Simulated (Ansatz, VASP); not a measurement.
## MgI2: VASP beside Ansatz

```
Mg I
1.0
     0.00000    3.71778    3.71778
     3.71778    0.00000    3.71778
     3.71778    3.71778    0.00000
Mg I
1 2
Direct
  0.00000 0.00000 0.00000
  0.25000 0.25000 0.25000
  0.75000 0.75000 0.75000
```

Alike in both runs: task single point; functional r2SCAN; k mesh 6 × 6 × 6; no spin polarisation.

```csv
,VASP,Ansatz
version,VASP 6.6.1,Ansatz 0.2.0
potentials or method,"VASP PAW PBE potentials, release 64 (Mg, I)","plane waves, PAW"
plane-wave cutoff (eV),520,500
occupations,"gaussian, width 0.01 eV",fixed
valence electrons in the cell,16,44
```

```tsv
	VASP	Ansatz	Ansatz less VASP
gap on the k mesh at the Fermi level (eV)	1.36	1.41	+0.046
pressure (GPa)	0.9	1.0	+0.09
```

VASP's potentials were made for PBE, not for r2SCAN. VASP's potentials hold 16 valence electrons a cell and Ansatz's 44, so a difference there can come from the potentials and not from the codes.

Neither program's run includes spin-orbit coupling.
